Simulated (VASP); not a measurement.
# Au (P6_3/mmc) in VASP: further runs

Aim: see how the results for Au move with the level of theory and the settings. Levels: PBE0, r2SCAN. Tasks: single point.

Program: VASP 6.6.1. These are calculated values, not measurements. Logs are shortened: lines on timing, memory, paths and dates and some standing lists are left out, and cuts for length are marked.

### 1 The cell of the first run

Symmetry: P6_3/mmc, No. 194, hexagonal system. Conventional cell: a = 2.919 Å, b = 2.919 Å, c = 4.912 Å, α = 90.00°, β = 90.00°, γ = 120.00°. Within 3.8 Å of Au (site symmetry -6m2) lie 12 Au at 2.92 to 2.98 Å.

This isn't the form of Au at room conditions, which is fcc.

### 2 Single point, PBE0

POSCAR reads:

```
Au
1.0
    2.9192058577      0.0000000000      0.0000000000
   -1.4596029289      2.5281064317      0.0000000000
    0.0000000000      0.0000000000      4.9123188227
Au
2
Direct
    0.6666666667      0.3333333333      0.2500000000
    0.3333333333      0.6666666667      0.7500000000
```

INCAR.step1 reads:

```
ALGO = Normal
EDIFF = 1E-5
ENCUT = 520
GGA = PE
ISIF = 2
ISMEAR = -1
LASPH = True
LCHARG = False
LREAL = False
LWAVE = True
NBANDS = 18
NELM = 60
PREC = Accurate
SIGMA = 0.05
```

INCAR.step2 reads:

```
AEXX = 0.25
ALGO = Normal
EDIFF = 1E-6
ENCUT = 520
GGA = PE
ISIF = 2
ISMEAR = -1
ISTART = 1
LASPH = True
LCHARG = False
LHFCALC = True
LREAL = False
LWAVE = False
NBANDS = 18
NELM = 60
PREC = Accurate
PRECFOCK = Normal
SIGMA = 0.05
```

KPOINTS reads:

```
k-points
0
Gamma
  6 6 4
```

Potentials or basis: VASP PAW PBE potentials, release 64 (Au).

Run with:

```bash
$ cat potpaw_PBE.64/Au/POTCAR > POTCAR
$ cp INCAR.step1 INCAR
$ mpirun -np 1 vasp_std > vasp.out
$ cp INCAR.step2 INCAR
$ mpirun -np 1 vasp_std > vasp.out
```

OUTCAR:

```text
AEXX = 0.25
   EDIFF = 1E-6
   ENCUT = 520
   GGA = PE
   ISIF = 2
   ISMEAR = -1
   ISTART = 1
   LASPH = True
   LHFCALC = True
   LREAL = False
   NELM = 60
   PREC = Accurate
   PRECFOCK = Normal

 ion  position               nearest neighbor table
   1  0.667  0.333  0.250-   2 2.98   2 2.98   2 2.98   2 2.98   2 2.98   2 2.98
   2  0.333  0.667  0.750-   1 2.98   1 2.98   1 2.98   1 2.98   1 2.98   1 2.98

  LATTYP: Found a hexagonal cell.
 ALAT       =     2.9192058577
 C/A-ratio  =     1.6827586207

  Lattice vectors:

 A1 = (   2.9192058577,   0.0000000000,   0.0000000000)
 A2 = (  -1.4596029289,   2.5281064317,   0.0000000000)
 A3 = (   0.0000000000,   0.0000000000,   4.9123188227)

Analysis of symmetry for initial positions (statically):
=====================================================================
 Subroutine PRICEL returns:
 Original cell was already a primitive cell.

 Routine SETGRP: Setting up the symmetry group for a
 hexagonal supercell.

 Subroutine GETGRP returns: Found 24 space group operations
 (whereof 12 operations were pure point group operations)
 out of a pool of 24 trial point group operations.

The static configuration has the point symmetry D_3d.
 The point group associated with its full space group is D_6h.

Analysis of symmetry for dynamics (positions and initial velocities):
=====================================================================
 Subroutine PRICEL returns:
 Original cell was already a primitive cell.

 Routine SETGRP: Setting up the symmetry group for a
 hexagonal supercell.

 Subroutine GETGRP returns: Found 24 space group operations
 (whereof 12 operations were pure point group operations)
 out of a pool of 24 trial point group operations.

The dynamic configuration has the point symmetry D_3d.
 The point group associated with its full space group is D_6h.

 Subroutine INISYM returns: Found 24 space group operations
 (whereof 12 operations are pure point group operations),
 and found     1 'primitive' translations

----------------------------------------------------------------------------------------

                                     Primitive cell

  volume of cell :      36.2532

  direct lattice vectors                    reciprocal lattice vectors
     2.919205858  0.000000000  0.000000000     0.342558918  0.197776484  0.000000000
    -1.459602929  2.528106432  0.000000000     0.000000000  0.395552967  0.000000000
     0.000000000  0.000000000  4.912318823     0.000000000  0.000000000  0.203569849

  length of vectors
     2.919205858  2.919205858  4.912318823     0.395552967  0.395552967  0.203569849

  position of ions in fractional coordinates (direct lattice)
     0.666666667  0.333333333  0.250000000
     0.333333333  0.666666667  0.750000000

  ion indices of the primitive-cell ions
   primitive index   ion index
                 1           1
                 2           2

----------------------------------------------------------------------------------------

 KPOINTS: k-points

Automatic generation of k-mesh.
 Grid dimensions read from file:
 generate k-points for:    6    6    4

 Generating k-lattice:

  Cartesian coordinates                     Fractional coordinates (reciprocal lattice)
     0.057093153  0.032962747  0.000000000     0.166666667  0.000000000  0.000000000
     0.000000000  0.065925495  0.000000000     0.000000000  0.166666667  0.000000000
     0.000000000  0.000000000  0.050892462     0.000000000  0.000000000  0.250000000

  Length of vectors
     0.065925495  0.065925495  0.050892462

  Shift w.r.t. Gamma in fractional coordinates (k-lattice)
     0.000000000  0.000000000  0.000000000

 Subroutine IBZKPT returns following result:
 ===========================================

 Found     21 irreducible k-points:

 Following reciprocal coordinates:
            Coordinates               Weight
  0.000000  0.000000  0.000000      1.000000
  0.166667  0.000000  0.000000      6.000000
  0.333333  0.000000  0.000000      6.000000
  0.500000  0.000000  0.000000      3.000000
  0.166667  0.166667  0.000000      6.000000
  0.333333  0.166667  0.000000     12.000000
[... 13 lines left out ...]
  0.333333  0.166667  0.500000     12.000000
  0.333333  0.333333  0.500000      2.000000
   k-points           NKPTS =     21   k-points in BZ     NKDIM =    144   number of bands    NBANDS=     18
   number of dos      NEDOS =    301   number of ions     NIONS =      2
   total plane-waves  NPLWV =  23040
   dimension x,y,z NGX =    24 NGY =   24 NGZ =   40
   dimension x,y,z NGXF=    48 NGYF=   48 NGZF=   80
   ions per type =               2
   NGX,Y,Z   is equivalent  to a cutoff of  13.67, 13.67, 13.54 a.u.
   NGXF,Y,Z  is equivalent  to a cutoff of  27.34, 27.34, 27.07 a.u.
 SYSTEM =  unknown system
   PREC   = accura    normal or accurate (medium, high low for compatibility)
   ISTART =      1    job   : 0-new  1-cont  2-samecut
   ICHARG =      0    charge: 1-file 2-atom 10-const
   ISPIN  =      1    spin polarized calculation?
   LNONCOLLINEAR =      F non collinear calculations
   LSORBIT =      F    spin-orbit coupling
   LASPH  =      T    aspherical Exc in radial PAW
   ENCUT  =  520.0 eV  38.22 Ry    6.18 a.u.   5.43  5.43  9.13*2*pi/ulx,y,z
   NELM   =     60;   NELMIN=  2; NELMDL=  0     # of ELM steps
   EDIFF  = 0.1E-05   stopping-criterion for ELM
   LREAL  =      F    real-space projection
   EDIFFG = 0.1E-04   stopping-criterion for IOM
   NSW    =      0    number of steps for IOM
   IBRION =     -1    ionic relax: 0-MD 1-quasi-New 2-CG
   NFREE  =      0    steps in history (QN), initial steepest desc. (CG)
   ISIF   =      2    stress and relaxation
   ISYM   =      3    0-nonsym 1-usesym 2-fastsym
   POTIM  = 0.5000    time-step for ionic-motion
   TEBEG  =    0.0;   TEEND  =   0.0 temperature during run
   PSTRESS=    0.0 pullay stress
   NELECT =      22.0000    total number of electrons
   NUPDOWN=      -1.0000    fix difference up-down
   EMIN   =  10.00;   EMAX   =-10.00  energy-range for DOS
   EFERMI =   0.00;   METHOD = LEGACY
   ISMEAR =    -1;   SIGMA  =   0.05  broadening in eV -4-tet -1-fermi 0-gaus
   EFERMI_NEDOS =   21; number of points for ismear=-14 and -15
   IALGO  =     38    algorithm
   IMIX   =      1    mixing-type and parameters
     AMIX     =   0.40;   BMIX     =  1.00
     AMIX_MAG =   1.60;   BMIX_MAG =  1.00
  volume/ion in A,a.u.               =      18.13       122.32
  Fermi-wavevector in a.u.,A,eV,Ry     =   1.386012  2.619182 26.137173  1.921028
  Thomas-Fermi vector in A             =   2.510368
   LORBIT       =      0    0 simple, 1 ext, 2 COOP (PROOUT), +10 PAW based schemes
   GGA     = PE    functional components
   LHFCALC =     T    Hartree Fock is set to
   PRECFOCK=normal    Normal, Fast or Accurate (Low or Medium for compatibility)
   ENCUT4O =  -1.0   cutoff for four orbital integrals eV
   NKREDX  =     1    reduce k-point grid by
   NKREDY  =     1    reduce k-point grid by
   NKREDZ  =     1    reduce k-point grid by
   AEXX    =    0.2500 exact exchange contribution
   HFSCREEN=    0.0000 screening length (either q_TF or 0.3 A-1)
   HFSCREENC=   0.0000 screening length for correlation (either q_TF or 0.3 A-1)
   ENCUTFOCK=  -1.0 apply spherical cutoff to Coloumb kernel
   IVDW    =     0    specifies the selected vdW correction
   LEPSILON=     F    determine dielectric tensor
   LRPA    =     F    only Hartree local field effects (RPA)
 non-spin polarized calculation
  energy-cutoff  :      520.00
  volume of cell :       36.25
 maximum number of plane-waves:      1003
 NGX is ok and might be reduce to    24
  NGX = 18; NGY = 18; NGZ = 28

 number of electron      21.9999999 magnetization

 Free energy of the ion-electron system (eV)
  ---------------------------------------------------
  ext. energy  EPLUGINS =         0.00000000
  ---------------------------------------------------
  free energy    TOTEN  =        -7.15036743 eV

  energy without entropy =       -7.14557852  energy(sigma->0) =       -7.14797298

 E-fermi :   7.9414     XC(G=0):  -9.6699

 val. band max:        7.8214181550   @ k =   0.3333   0.1667   0.2500
 cond. band min:       8.6121138940   @ k =   0.5000   0.0000   0.2500
 fundamental gap:      0.7906957390
 Fermi energy:         7.9413553887

 k-point     1 :       0.0000    0.0000    0.0000
  band No.  band energies     occupation
      1      -2.3659      2.00000
      2      -0.1112      2.00000
      3       2.1808      2.00000
      4       2.4849      2.00000
      5       2.4849      2.00000
      6       2.7724      2.00000
[... 10 lines left out ...]
     17      27.8732      0.00000
     18      27.8732      0.00000

 k-point     2 :       0.1667    0.0000    0.0000
  band No.  band energies     occupation
      1      -1.4662      2.00000
      2       0.4981      2.00000
      3       1.9621      2.00000
      4       2.4748      2.00000
      5       2.6913      2.00000
      6       2.8865      2.00000
[... 10 lines left out ...]
     17      26.1592      0.00000
     18      26.7822      0.00000

 k-point     3 :       0.3333    0.0000    0.0000
  band No.  band energies     occupation
      1       0.1707      2.00000
      2       0.5962      2.00000
      3       1.3036      2.00000
      4       2.4986      2.00000
      5       2.6747      2.00000
      6       2.7382      2.00000
[... 10 lines left out ...]
     17      23.0229      0.00000
     18      25.4927      0.00000

 k-point     4 :       0.5000    0.0000    0.0000
  band No.  band energies     occupation
      1       0.2767      2.00000
      2       0.4587      2.00000
      3       0.7899      2.00000
      4       2.4762      2.00000
      5       2.6919      2.00000
      6       2.9872      2.00000
[... 312 lines left out ...]
      4       1.8106      2.00000
      5       2.1331      2.00000
      6       2.1331      2.00000
[... 10 lines left out ...]
     17      22.5069      0.00000
     18      22.5069      0.00000

 k-point    20 :       0.3333    0.1667    0.5000
  band No.  band energies     occupation
      1       0.7130      2.00000
      2       0.7130      2.00000
      3       1.5632      2.00000
      4       1.5632      2.00000
      5       2.9781      2.00000
      6       2.9781      2.00000
[... 10 lines left out ...]
     17      23.2315      0.00000
     18      23.2315      0.00000

 k-point    21 :       0.3333    0.3333    0.5000
  band No.  band energies     occupation
      1       1.1965      2.00000
      2       1.1965      2.00000
      3       1.8439      2.00000
      4       1.8439      2.00000
      5       2.5681      2.00000
      6       2.5681      2.00000
[... 10 lines left out ...]
     17      25.2844      0.00000
     18      25.2844      0.00000

------------------------ aborting loop because EDIFF is reached ----------------------------------------

  FORCE on cell =-STRESS in cart. coord.  units (eV):
  Direction    XX          YY          ZZ          XY          YZ          ZX
  --------------------------------------------------------------------------------------
  -------------------------------------------------------------------------------------
  Total        0.0687316      0.0687316     -1.6838815     -0.0000000      0.0000000      0.0000000
  in kB        3.0375291      3.0375291    -74.4175722     -0.0000000      0.0000000      0.0000000
  external PRESSURE =     -22.7808380 kB  Pullay stress =       0.0000000 kB

 VOLUME and BASIS-vectors are now :
 -----------------------------------------------------------------------------
  energy-cutoff  :      520.00
  volume of cell :       36.25
      direct lattice vectors                 reciprocal lattice vectors
     2.919205858  0.000000000  0.000000000     0.342558918  0.197776484  0.000000000
    -1.459602929  2.528106432  0.000000000     0.000000000  0.395552967  0.000000000
     0.000000000  0.000000000  4.912318823     0.000000000  0.000000000  0.203569849

 POSITION                                       TOTAL-FORCE (eV/Angst)
 -----------------------------------------------------------------------------------
      1.45960      0.84270      1.22808         0.000000      0.000000      0.000000
     -0.00000      1.68540      3.68424        -0.000000     -0.000000     -0.000000
 -----------------------------------------------------------------------------------
    total drift:                                0.000000      0.000000      0.000000

  FREE ENERGIE OF THE ION-ELECTRON SYSTEM (eV)
  ---------------------------------------------------
  free  energy   TOTEN  =        -7.1503674343 eV

  energy  without entropy=       -7.1455785239  energy(sigma->0) =       -7.14797298
```

Run time: 53 min. Hardware: 1 thread of AMD EPYC 7R43 (Zen 3), shared host; peak memory 0.14 GiB.

What came out:

* Free energy: -7.1504 eV
* Pressure: -2.3 GPa
* Band gap on the k mesh: zero (bands 11 and 12 overlap by 9.17 eV)

Levels at points of the mesh, in eV from the Fermi level:
| k point | band 8 | band 9 | band 10 | band 11 | band 12 | band 13 | band 14 | band 15 |
| --- | --- | --- | --- | --- | --- | --- | --- | --- |
| (0.00, 0.00, 0.00) | -4.52 | -4.52 | -3.13 | -3.13 | -0.96 | 3.54 | 16.25 | 17.34 |
| (0.50, 0.00, 0.00) | -2.94 | -2.80 | -2.61 | 0.87 | 2.29 | 7.07 | 8.46 | 8.75 |
| (0.00, 0.00, 0.50) | -5.50 | -3.63 | -3.63 | -3.63 | -3.63 | 11.85 | 11.85 | 16.57 |
| (0.50, 0.00, 0.50) | -3.22 | -2.67 | -2.67 | 1.29 | 1.29 | 5.02 | 5.02 | 14.66 |

Caveat: the k points lie up to 0.41 Å⁻¹ apart, too coarse for converged energies and pressures of a metal; the PAW data sets were made with another functional, which shifts forces and pressure a little; spin-orbit coupling is left out, which moves the levels of the heavy elements.

### 3 Single point, r2SCAN

This run uses another cell than the first one, of 17.77 Å³/atom.

POSCAR reads:

```
Au
1.0
    2.9000000000      0.0000000000      0.0000000000
   -1.4500000000      2.5114736710      0.0000000000
    0.0000000000      0.0000000000      4.8800000000
Au
2
Direct
    0.6666666667      0.3333333333      0.2500000000
    0.3333333333      0.6666666667      0.7500000000
```

INCAR.step1 reads:

```
PREC     = Accurate       # precision mode
ENCUT    = 520            # plane-wave cutoff, eV
ISMEAR   = 1              # smearing method
SIGMA    = 0.1            # smearing width, eV
LREAL    = F              # projectors in reciprocal space
LASPH    = T              # aspherical terms in the spheres
NELM     = 60             # most SCF steps
NBANDS   = 18             # bands
GGA      = PE             # functional
ALGO     = Normal         # electronic algorithm
EDIFF    = 1E-4           # SCF threshold, eV
LWAVE    = T              # write WAVECAR
LCHARG   = F              # write CHGCAR
```

INCAR.step2 reads:

```
PREC     = Accurate       # precision mode
ENCUT    = 520            # plane-wave cutoff, eV
EDIFF    = 1E-7           # SCF threshold, eV
ISMEAR   = 1              # smearing method
SIGMA    = 0.1            # smearing width, eV
LREAL    = F              # projectors in reciprocal space
LASPH    = T              # aspherical terms in the spheres
NELM     = 60             # most SCF steps
ALGO     = Normal         # electronic algorithm
ISIF     = 2              # what is computed and relaxed
LWAVE    = F              # write WAVECAR
LCHARG   = T              # write CHGCAR
METAGGA  = R2SCAN         # meta-GGA
LMIXTAU  = T            
LELF     = T              # ELF
LVHAR    = T            
NBANDS   = 18             # bands
ISTART   = 1
```

KPOINTS reads:

```
Automatic mesh
0
Gamma
  9 9 5
```

Potentials or basis: VASP PAW PBE potentials, release 64 (Au).

Run with:

```bash
$ cat potpaw_PBE.64/Au/POTCAR > POTCAR
$ cp INCAR.step1 INCAR
$ mpirun -np 1 vasp_std > vasp.out
$ cp INCAR.step2 INCAR
$ mpirun -np 1 vasp_std > vasp.out
```

Run time: 90 s. Hardware: 1 thread of Intel Xeon 8259CL, shared host; peak memory 0.17 GiB.

The run converged. Its results:

* Free energy: -101.2276 eV
* Pressure: -1.7 GPa
* Band gap on the k mesh: zero (bands 11 and 12 overlap by 6.35 eV)

Stress tensor (GPa, compression positive):
```
-1.47  0.00  0.00
 0.00 -1.47  0.00
 0.00  0.00 -2.21
```

Levels at points of the mesh, in eV from the Fermi level:
```
           k point  band 8  band 9  band 10  band 11  band 12  band 13  band 14  band 15
(0.00, 0.00, 0.00)   -3.57   -3.57    -2.27    -2.27    -0.70     2.61    15.56    16.55
```

Caveat: the PAW data sets were made with another functional, which shifts forces and pressure a little; spin-orbit coupling is left out, which moves the levels of the heavy elements.
